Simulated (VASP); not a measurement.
# Ru (P6/mmm) in VASP: relaxation of cell and atoms with LDA

Aim: the relaxation of cell and atoms of Ru with LDA.

All numbers are computed with VASP 6.6.1; they aren't measurements. Logs are shortened: lines on timing, memory, paths and dates and some standing lists are left out, and cuts for length are marked.

## 1. The cell of the first run

It takes space group P6/mmm (No. 191, hexagonal). Conventional cell: a = 3.767 Å, b = 3.767 Å, c = 2.336 Å, α = 90.00°, β = 90.00°, γ = 120.00°. Ru (site symmetry 6/mmm) has 14 Ru at 2.34 to 2.47 Å within 3.1 Å. Ru (site symmetry -6m2) has 11 Ru at 2.17 to 2.47 Å within 2.9 Å.

This isn't the form of Ru at room conditions, which is hcp.

## 2. Relaxation of cell and atoms, LDA, target pressure 250 GPa, at which the enthalpy is minimised

Input file INCAR:

```
ALGO = Normal
EDIFF = 1E-6
EDIFFG = -0.005
ENCUT = 600
IBRION = 2
ISIF = 3
ISMEAR = -1
LASPH = T
LCHARG = F
LREAL = F
LWAVE = F
NELM = 80
NSW = 60
PREC = Accurate
PSTRESS = 2500.0
SIGMA = 0.1
```

Input file KPOINTS:

```
k-points
0
Gamma
  10 10 13
```

Input file POSCAR:

```
Ru
1.0
    3.7671611661      0.0000000000      0.0000000000
   -1.8835805830      3.2624572700      0.0000000000
    0.0000000000      0.0000000000      2.3356399230
Ru
3
Direct
    0.0000000000      0.0000000000      0.0000000000
    0.3333333333      0.6666666667      0.5000000000
    0.6666666667      0.3333333333      0.5000000000
```

Potentials or basis: VASP PAW LDA potentials, release 64 (Ru_pv).

Launch:

```console
$ cat potpaw_LDA.64/Ru_pv/POTCAR > POTCAR
$ mpirun -np 1 vasp_std > vasp.out
```

OUTCAR:

```text
EDIFF = 1E-6
   EDIFFG = -0.005
   ENCUT = 600
   IBRION = 2
   ISIF = 3
   ISMEAR = -1
   LASPH = T
   LREAL = F
   NELM = 80
   NSW = 60
   PREC = Accurate
   PSTRESS = 2500.0

 ion  position               nearest neighbor table
   1  0.000  0.000  0.000-   2 2.47   3 2.47   2 2.47   3 2.47   2 2.47   2 2.47   3 2.47   3 2.47
                             3 2.47   3 2.47   2 2.47   2 2.47
   2  0.333  0.667  0.500-   3 2.17   3 2.17   3 2.17   1 2.47   1 2.47   1 2.47   1 2.47   1 2.47
                             1 2.47   3 3.19   3 3.19   3 3.19   3 3.19   3 3.19   3 3.19
   3  0.667  0.333  0.500-   2 2.17   2 2.17   2 2.17   1 2.47   1 2.47   1 2.47   1 2.47   1 2.47
                             1 2.47   2 3.19   2 3.19   2 3.19   2 3.19   2 3.19   2 3.19

  LATTYP: Found a hexagonal cell.
 ALAT       =     3.7671611661
 C/A-ratio  =     0.6200000000

  Lattice vectors:

 A1 = (   3.7671611661,   0.0000000000,   0.0000000000)
 A2 = (  -1.8835805830,   3.2624572700,   0.0000000000)
 A3 = (   0.0000000000,   0.0000000000,   2.3356399230)

Analysis of symmetry for initial positions (statically):
=====================================================================
 Subroutine PRICEL returns:
 Original cell was already a primitive cell.

 Routine SETGRP: Setting up the symmetry group for a
 hexagonal supercell.

 Subroutine GETGRP returns: Found 24 space group operations
 (whereof 24 operations were pure point group operations)
 out of a pool of 24 trial point group operations.

The static configuration has the point symmetry D_6h.

Analysis of symmetry for dynamics (positions and initial velocities):
=====================================================================
 Subroutine PRICEL returns:
 Original cell was already a primitive cell.

 Routine SETGRP: Setting up the symmetry group for a
 hexagonal supercell.

 Subroutine GETGRP returns: Found 24 space group operations
 (whereof 24 operations were pure point group operations)
 out of a pool of 24 trial point group operations.

The dynamic configuration has the point symmetry D_6h.

 Subroutine INISYM returns: Found 24 space group operations
 (whereof 24 operations are pure point group operations),
 and found     1 'primitive' translations

----------------------------------------------------------------------------------------

                                     Primitive cell

  volume of cell :      28.7055

  direct lattice vectors                    reciprocal lattice vectors
     3.767161166  0.000000000  0.000000000     0.265451876  0.153258712  0.000000000
    -1.883580583  3.262457270  0.000000000     0.000000000  0.306517425  0.000000000
     0.000000000  0.000000000  2.335639923     0.000000000  0.000000000  0.428148188

  length of vectors
     3.767161166  3.767161166  2.335639923     0.306517425  0.306517425  0.428148188

  position of ions in fractional coordinates (direct lattice)
     0.000000000  0.000000000  0.000000000
     0.333333333  0.666666667  0.500000000
     0.666666667  0.333333333  0.500000000

  ion indices of the primitive-cell ions
   primitive index   ion index
                 1           1
                 2           2
                 3           3

----------------------------------------------------------------------------------------

 KPOINTS: k-points

Automatic generation of k-mesh.
 Grid dimensions read from file:
 generate k-points for:   10   10   13

 Generating k-lattice:

  Cartesian coordinates                     Fractional coordinates (reciprocal lattice)
     0.026545188  0.015325871  0.000000000     0.100000000 -0.000000000  0.000000000
     0.000000000  0.030651742  0.000000000     0.000000000  0.100000000  0.000000000
     0.000000000  0.000000000  0.032934476     0.000000000  0.000000000  0.076923077

  Length of vectors
     0.030651742  0.030651742  0.032934476

  Shift w.r.t. Gamma in fractional coordinates (k-lattice)
     0.000000000  0.000000000  0.000000000

 Subroutine IBZKPT returns following result:
 ===========================================

 Found     98 irreducible k-points:

 Following reciprocal coordinates:
            Coordinates               Weight
  0.000000  0.000000  0.000000      1.000000
  0.100000  0.000000  0.000000      6.000000
  0.200000  0.000000  0.000000      6.000000
  0.300000  0.000000  0.000000      6.000000
  0.400000  0.000000  0.000000      6.000000
  0.500000 -0.000000  0.000000      3.000000
[... 16 lines left out ...]
  0.300000  0.100000  0.076923     24.000000
  0.400000  0.100000  0.076923     24.000000
 [... further k-points ...]
   k-points           NKPTS =     98   k-points in BZ     NKDIM =     98   number of bands    NBANDS=     25
   number of dos      NEDOS =    301   number of ions     NIONS =      3
   total plane-waves  NPLWV =  18000
   dimension x,y,z NGX =    30 NGY =   30 NGZ =   20
   dimension x,y,z NGXF=    60 NGYF=   60 NGZF=   40
   ions per type =               3
   NGX,Y,Z   is equivalent  to a cutoff of  13.24, 13.24, 14.24 a.u.
   NGXF,Y,Z  is equivalent  to a cutoff of  26.48, 26.48, 28.47 a.u.
 SYSTEM =  unknown system
   PREC   = accura    normal or accurate (medium, high low for compatibility)
   ISTART =      0    job   : 0-new  1-cont  2-samecut
   ICHARG =      2    charge: 1-file 2-atom 10-const
   ISPIN  =      1    spin polarized calculation?
   LNONCOLLINEAR =      F non collinear calculations
   LSORBIT =      F    spin-orbit coupling
   LASPH  =      T    aspherical Exc in radial PAW
   ENCUT  =  600.0 eV  44.10 Ry    6.64 a.u.   7.52  7.52  4.66*2*pi/ulx,y,z
   NELM   =     80;   NELMIN=  2; NELMDL= -5     # of ELM steps
   EDIFF  = 0.1E-05   stopping-criterion for ELM
   LREAL  =      F    real-space projection
   EDIFFG = -.5E-02   stopping-criterion for IOM
   NSW    =     60    number of steps for IOM
   IBRION =      2    ionic relax: 0-MD 1-quasi-New 2-CG
   NFREE  =      1    steps in history (QN), initial steepest desc. (CG)
   ISIF   =      3    stress and relaxation
   ISYM   =      2    0-nonsym 1-usesym 2-fastsym
   POTIM  = 0.5000    time-step for ionic-motion
   TEBEG  =    0.0;   TEEND  =   0.0 temperature during run
   PSTRESS= 2500.0 pullay stress
   NELECT =      42.0000    total number of electrons
   NUPDOWN=      -1.0000    fix difference up-down
   EMIN   =  10.00;   EMAX   =-10.00  energy-range for DOS
   EFERMI =   0.00;   METHOD = LEGACY
   ISMEAR =    -1;   SIGMA  =   0.10  broadening in eV -4-tet -1-fermi 0-gaus
   EFERMI_NEDOS =   21; number of points for ismear=-14 and -15
   IALGO  =     38    algorithm
   IMIX   =      4    mixing-type and parameters
     AMIX     =   0.40;   BMIX     =  1.00
     AMIX_MAG =   1.60;   BMIX_MAG =  1.00
  volume/ion in A,a.u.               =       9.57        64.57
  Fermi-wavevector in a.u.,A,eV,Ry     =   1.858530  3.512113 46.996353  3.454134
  Thomas-Fermi vector in A             =   2.906958
   LORBIT       =      0    0 simple, 1 ext, 2 COOP (PROOUT), +10 PAW based schemes
   GGA     = CA    functional components
   LHFCALC =     F    Hartree Fock is set to
   AEXX    =    0.0000 exact exchange contribution
   IVDW    =     0    specifies the selected vdW correction
   LEPSILON=     F    determine dielectric tensor
   LRPA    =     F    only Hartree local field effects (RPA)
 conjugate gradient relaxation of ions
 non-spin polarized calculation
  energy-cutoff  :      600.00
  volume of cell :       28.71
 maximum number of plane-waves:       972
   NGX = 15   NGY = 15   NGZ =  9

--------------------------------------- Ionic step        1  -------------------------------------------

 number of electron      42.0000002 magnetization

 Free energy of the ion-electron system (eV)
  ---------------------------------------------------
  ext. energy  EPLUGINS =         0.00000000
  ---------------------------------------------------
  free energy    TOTEN  =       -24.44788554 eV

  energy without entropy =      -24.37913342  energy(sigma->0) =      -24.41350948

------------------------ aborting loop because EDIFF is reached ----------------------------------------

  FORCE on cell =-STRESS in cart. coord.  units (eV):
  Direction    XX          YY          ZZ          XY          YZ          ZX
  --------------------------------------------------------------------------------------
  -------------------------------------------------------------------------------------
  Total       46.9637989     46.9637989     44.7905097      0.0000000     -0.0000000      0.0000000
  in kB     2621.2526288   2621.2526288   2499.9519651      0.0000000     -0.0000000      0.0000000
  external PRESSURE =      80.8190742 kB  Pullay stress =    2500.0000000 kB

 VOLUME and BASIS-vectors are now :
 -----------------------------------------------------------------------------
  energy-cutoff  :      600.00
  volume of cell :       28.71
      direct lattice vectors                 reciprocal lattice vectors
     3.767161166  0.000000000  0.000000000     0.265451876  0.153258712  0.000000000
    -1.883580583  3.262457270  0.000000000     0.000000000  0.306517425  0.000000000
     0.000000000  0.000000000  2.335639923     0.000000000  0.000000000  0.428148188
[... 165 lines left out ...]
  FREE ENERGIE OF THE ION-ELECTRON SYSTEM (eV)
  ---------------------------------------------------
  free  energy   TOTEN  =       -24.4472596139 eV

  energy  without entropy=      -24.3758084457  energy(sigma->0) =      -24.41153403

  enthalpy is  TOTEN    =        20.3531498893 eV   P V=       44.8004095032

--------------------------------------- Ionic step        6  -------------------------------------------

 number of electron      42.0000003 magnetization

 Free energy of the ion-electron system (eV)
  ---------------------------------------------------
  ext. energy  EPLUGINS =         0.00000000
  ---------------------------------------------------
  free energy    TOTEN  =       -24.72086094 eV

  energy without entropy =      -24.65113764  energy(sigma->0) =      -24.68599929

 E-fermi :  20.4676     XC(G=0): -16.5677

 val. band max:       20.4568805276   @ k =   0.1000   0.1000   0.3077
 cond. band min:      20.4737670281   @ k =   0.4000   0.0000   0.3077
 fundamental gap:      0.0168865004
 Fermi energy:        20.4676437851

 k-point     1 :       0.0000    0.0000    0.0000
  band No.  band energies     occupation
      1     -24.8332      2.00000
      2     -24.8332      2.00000
      3     -24.0335      2.00000
      4     -24.0335      2.00000
      5     -22.8792      2.00000
      6     -22.0994      2.00000
[... 17 lines left out ...]
     24      23.5759      0.00000
     25      23.5759      0.00000
[... 621 lines left out ...]
      3     -23.7938      2.00000
      4     -22.9630      2.00000
      5     -22.8287      2.00000
      6     -22.5830      2.00000
[... 17 lines left out ...]
     24      21.9598      0.00000
     25      23.0582      0.00000

 [... further k-points ...]
[... 5 lines left out ...]
  --------------------------------------------------------------------------------------
  -------------------------------------------------------------------------------------
  Total       45.0654268     45.0654268     45.0421019      0.0000000      0.0000000      0.0000000
  in kB     2500.6094711   2500.6094712   2499.3152088      0.0000001      0.0000000      0.0000000
  external PRESSURE =       0.1780504 kB  Pullay stress =    2500.0000000 kB

 VOLUME and BASIS-vectors are now :
 -----------------------------------------------------------------------------
  energy-cutoff  :      600.00
  volume of cell :       28.87
      direct lattice vectors                 reciprocal lattice vectors
     3.784190083  0.000000000 -0.000000000     0.264257339  0.152569046  0.000000000
    -1.892095042  3.277204745 -0.000000000    -0.000000000  0.305138091  0.000000000
    -0.000000000 -0.000000000  2.328261093    -0.000000000  0.000000000  0.429505094

 POSITION                                       TOTAL-FORCE (eV/Angst)
 -----------------------------------------------------------------------------------
      0.00000     -0.00000      2.32826         0.000000      0.000000      0.000000
     -0.00000      2.18480      1.16413         0.000000      0.000000      0.000000
      1.89210      1.09240      1.16413        -0.000000     -0.000000     -0.000000
 -----------------------------------------------------------------------------------
    total drift:                               -0.000000      0.000000      0.000000

  FREE ENERGIE OF THE ION-ELECTRON SYSTEM (eV)
  ---------------------------------------------------
  free  energy   TOTEN  =       -24.7208609384 eV

  energy  without entropy=      -24.6511376447  energy(sigma->0) =      -24.68599929

  enthalpy is  TOTEN    =        20.3335821113 eV   P V=       45.0544430497

 reached required accuracy - stopping structural energy minimisation
```

It took 1.9 min on 1 thread of AMD EPYC 9R45 (Zen 5), shared host; peak memory 0.16 GiB.

What came out:

```yaml
Free_energy: -24.7209 eV
Relaxed_volume: 9.62 Å³/atom
Relaxed_cell: a = 3.784 Å, b = 3.784 Å, c = 2.328 Å, α = 90.00°, β = 90.00°, γ = 120.00°
Space_group_after_relaxing_to_0.1_Å: P6/mmm (No. 191)
Energy_change_on_relaxing_the_run_minimises_the_enthalpy: -91.0 meV/atom
Ionic_steps: 6
Pressure_after_relaxing: 250.0 GPa
Band_gap_on_the_k_mesh: zero (bands 21 and 22 overlap by 4.00 eV)
```

Stress tensor (GPa, compression positive):
```
250.06   0.00   0.00
  0.00 250.06   0.00
  0.00   0.00 249.93
```

Step by step:
| step | energy change (eV) | largest force (eV/Å) | pressure (GPa) | volume (Å³) |
| --- | --- | --- | --- | --- |
| 1 | 0.0000 | 0.0000 | 258.08 | 28.71 |
| 2 | -2.6701 | 0.0000 | 175.46 | 30.75 |
| 3 | -0.3594 | 0.0000 | 247.63 | 28.93 |
| 4 | -0.3448 | 0.0000 | 248.02 | 28.92 |
| 5 | 0.0006 | 0.0000 | 257.00 | 28.71 |
| 6 | -0.2730 | 0.0000 | 250.02 | 28.87 |

Final structure:
```cif
data_structure
_symmetry_space_group_name_H-M 'P 1'
_symmetry_Int_Tables_number 1
_cell_length_a 3.7842
_cell_length_b 3.7842
_cell_length_c 2.3283
_cell_angle_alpha 90.000
_cell_angle_beta 90.000
_cell_angle_gamma 120.000
_cell_volume 28.87
loop_
_atom_site_label
_atom_site_type_symbol
_atom_site_fract_x
_atom_site_fract_y
_atom_site_fract_z
_atom_site_occupancy
Ru1 Ru 0.00000 0.00000 0.00000 1
Ru2 Ru 0.33333 0.66667 0.50000 1
Ru3 Ru 0.66667 0.33333 0.50000 1
```

Levels at points of the mesh, in eV from the Fermi level:
```tsv
k point	band 18	band 19	band 20	band 21	band 22	band 23	band 24	band 25
(0.00, 0.00, 0.00)	-3.73	-3.73	-2.34	-2.34	-2.24	-2.24	3.11	3.11
(0.50, 0.00, 0.00)	-4.07	-1.83	-1.76	0.85	1.50	1.53	1.57	1.93
```

Caveat: the cell is relaxed towards a set pressure, so the run minimises the enthalpy, not the energy.
